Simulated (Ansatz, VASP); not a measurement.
**SiC in VASP and in Ansatz**

```
CELL_PARAMETERS angstrom
3.07600 0.05383 0.00000
-1.49138 2.63698 0.00000
0.00000 0.00000 5.04800
ATOMIC_POSITIONS crystal
Si 0.33333 0.66667 0.00000
Si 0.66667 0.33333 0.50000
C 0.33333 0.66667 0.38500
C 0.66667 0.33333 0.88500
```

Change from the starting cell: strain +0.0350 x Voigt [0, 0, 0, 0, 0, 1], atoms carried along.

Alike in both runs: task single point; functional PBE; k mesh 12 × 12 × 6; occupations gaussian, width 0.05 eV; no spin polarisation.

|  | VASP | Ansatz |
| --- | --- | --- |
| version | VASP 6.6.1 | Ansatz 0.2.0 |
| potentials or method | VASP PAW PBE potentials, release 64 (Si, C), cutoff 520 eV | scalar-relativistic, plane waves, PAW |
| valence electrons in the cell | 16 | 16 |

Ansatz gave:

| Quantity | Value |
| --- | --- |
| gap on the k mesh at the Fermi level (eV) | 2.22 |
| least direct gap on the mesh (eV) | 3.92 |
| pressure (GPa) | 3.9 |
| traceless stress, the component that is largest in VASP (GPa) | -8.56 |
| rms of the force components (eV/Å) | 0.491 |

Problem. What did VASP give for the same quantities?

Solution. gap on the k mesh at the Fermi level (eV): 2.22; least direct gap on the mesh (eV): 3.91; pressure (GPa): 3.9; traceless stress, the component that is largest in VASP (GPa): -8.59; rms of the force components (eV/Å): 0.491.

Atom by atom the forces differ by 0.000 eV/Å (rms over components).
